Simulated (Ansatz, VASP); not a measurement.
# KTaO3 in VASP and in Ansatz

```
K Ta O
1.0
     4.03454    0.00000    0.00000
     0.00000    4.03454    0.00000
     0.00000    0.00000    4.19996
K Ta O
1 1 3
Cartesian
  2.0173 2.0173 2.1000
  0.0000 0.0000 0.0000
  2.0173 0.0000 0.0000
  0.0000 2.0173 0.0000
  0.0000 0.0000 2.1000
```

Alike in both runs: task single point; functional PBEsol; k mesh 8 × 8 × 8; occupations gaussian, width 0.05 eV; no spin polarisation.

|  | VASP | Ansatz |
| --- | --- | --- |
| version | VASP 6.6.1 | Ansatz 0.2.0 |
| potentials or method | VASP PAW PBE potentials, release 64 (K_sv, Ta_pv, O), cutoff 520 eV | scalar-relativistic, plane waves, PAW |
| valence electrons in the cell | 38 | 40 |

|  | VASP | Ansatz | Ansatz less VASP |
| --- | --- | --- | --- |
| gap on the k mesh at the Fermi level (eV) | 1.88 | 1.92 | +0.040 |
| least direct gap on the mesh (eV) | 2.49 | 2.52 | +0.034 |
| pressure (GPa) | -12.1 | -12.6 | -0.49 |
| traceless stress, the component that is largest in VASP (GPa) | -6.94 | -6.82 | +0.119 |

VASP's potentials were made for PBE, not for PBEsol. VASP's potentials hold 38 valence electrons a cell and Ansatz's 40, so a difference there can come from the potentials and not from the codes.

Neither program's run includes spin-orbit coupling.
